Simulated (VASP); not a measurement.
Input of a VASP 6.6.1 run:

The input INCAR:

```
PREC = Accurate
ENCUT = 520
EDIFF = 1E-8
ISMEAR = 0
SIGMA = 0.1
LREAL = False
LASPH = True
NELM = 60
ALGO = Normal
ISIF = 2
LWAVE = False
LCHARG = False
GGA = PE
IBRION = 8
NSW = 1
KPAR = 4
```

KPOINTS

```
Automatic mesh
0
Gamma
  8 8 4
```

The input POSCAR:

```
Si5PdW
1.0
    3.8085462416      0.0000000000      0.0000000000
    0.0000000000      3.8085462416      0.0000000000
    0.0000000000      0.0000000000      7.2439651932
Si Pd W
5 1 1
Direct
    0.5000000000      0.0000000000      0.7637331502
    0.5000000000      0.0000000000      0.2362668498
    0.0000000000      0.5000000000      0.7637331502
    0.0000000000      0.5000000000      0.2362668498
    0.0000000000      0.0000000000      0.5000000000
    0.0000000000      0.0000000000      0.0000000000
    0.5000000000      0.5000000000      0.5000000000
```

Potentials or basis: VASP PAW PBE potentials, release 64 (Si, Pd, W_sv).

Launch:

```bash
$ cat potpaw_PBE.64/Si/POTCAR potpaw_PBE.64/Pd/POTCAR potpaw_PBE.64/W_sv/POTCAR > POTCAR
$ mpirun -np 4 vasp_std > vasp.out
```

Problem. What does it give for the highest phonon frequency at Γ?

Solution. 290 cm⁻¹.

Problem. Predict the most unstable mode.

Solution. 85i cm⁻¹.

Phonon frequencies in cm⁻¹ (negative: imaginary):
| q point | frequencies |
| --- | --- |
| (0.000, 0.000, 0.000) | -85 -85 0 0 0 109 149 149 163 163 171 171 211 219 246 274 283 286 286 290 290 |

Caveat: some modes are imaginary.
